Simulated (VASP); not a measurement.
Here is a VASP 6.6.1 calculation.

File POSCAR:

```
Al
1.0
    8.1000000000      0.0000000000      0.0000000000
    0.0000000000      8.1000000000      0.0000000000
    0.0000000000      0.0000000000      8.1000000000
Al
33
Direct
    0.5256419753     -0.0362345679      0.0271604938
    0.7976913580      0.2532222222      0.0012469136
    0.7693333333      0.0042839506      0.2358148148
    0.0282839506     -0.0119135802      0.0053827160
    0.2460493827      0.2631604938      0.0237037037
    0.5544691358      0.4934074074      0.0013086420
    0.7666419753      0.7575555556      0.0259382716
    0.2772222222     -0.0120864198      0.2182222222
    0.5143209877      0.2114197531      0.2090617284
    0.7690370370      0.5184074074      0.2623703704
    0.5370123457      0.0228271605      0.5217901235
    0.7496419753      0.2589506173      0.3902592593
    0.7943333333     -0.0362469136      0.7561604938
    0.0180000000      0.5247901235      0.0402222222
    0.2703580247      0.7132469136     -0.0101481481
    0.0302839506      0.2622839506      0.2463580247
    0.3047407407      0.4858518519      0.2704320988
    0.5165432099      0.7412592593      0.2401234568
    0.0483580247      0.0134814815      0.5016419753
    0.2888518519      0.2220123457      0.4844320988
    0.5221604938      0.5049753086      0.5329629630
    0.7744567901      0.7573827160      0.5052962963
    0.2726666667      0.0017407407      0.7980740741
    0.0743703704      0.2607777778      0.7534197531
    0.8150000000      0.5528271605      0.7682962963
    0.0471604938      0.7485925926      0.2515802469
    0.0277407407      0.5034691358      0.5015555556
    0.2908024691      0.7512469136      0.4933950617
   -0.2302716049      0.2647037037      0.6806790123
    0.2916296296      0.5014444444      0.7603209877
    0.5311111111      0.7570740741      0.7464567901
    0.0477160494      0.7566296296      0.7388024691
    0.4741234568      0.2403950617      0.7663703704
```

Contents of INCAR.step1:

```
ALGO = Normal
EDIFF = 1E-5
ENCUT = 440
GGA = PE
GGA_COMPAT = F
ISMEAR = -1
LASPH = T
LCHARG = F
LREAL = Auto
LWAVE = T
NBANDS = 72
NELM = 120
PREC = Accurate
SIGMA = 0.15
```

Contents of INCAR.step2:

```
ALGO = Normal
EDIFF = 1E-6
ENCUT = 440
GGA_COMPAT = F
ISIF = 2
ISMEAR = -1
ISTART = 1
LASPH = T
LCHARG = F
LMIXTAU = T
LREAL = Auto
LWAVE = F
METAGGA = R2SCAN
NBANDS = 72
NELM = 120
PREC = Accurate
SIGMA = 0.15
```

Contents of KPOINTS:

```
k-points
0
Gamma
  2 2 2
```

Potentials or basis: VASP PAW PBE potentials, release 64 (Al).

Command:

```console
$ cat potpaw_PBE.64/Al/POTCAR > POTCAR
$ cp INCAR.step1 INCAR
$ mpirun -np 1 vasp_std > vasp.out
$ cp INCAR.step2 INCAR
$ mpirun -np 1 vasp_std > vasp.out
```

Predict the largest force.

2.315 eV/Å.

Predict the pressure.

4.2 GPa.

Estimate the band gap on the k mesh.

zero (an odd number of electrons rules out a gap without spin polarisation).

Stress tensor (GPa, compression positive):
```
 3.64  0.82 -0.11
 0.82  4.88  0.86
-0.11  0.86  4.11
```

Caveat: the k points lie up to 0.39 Å⁻¹ apart, too coarse for converged energies and pressures of a metal; the atoms stand as in a frame of molecular dynamics; the PAW data sets were made with another functional, which shifts forces and pressure a little.
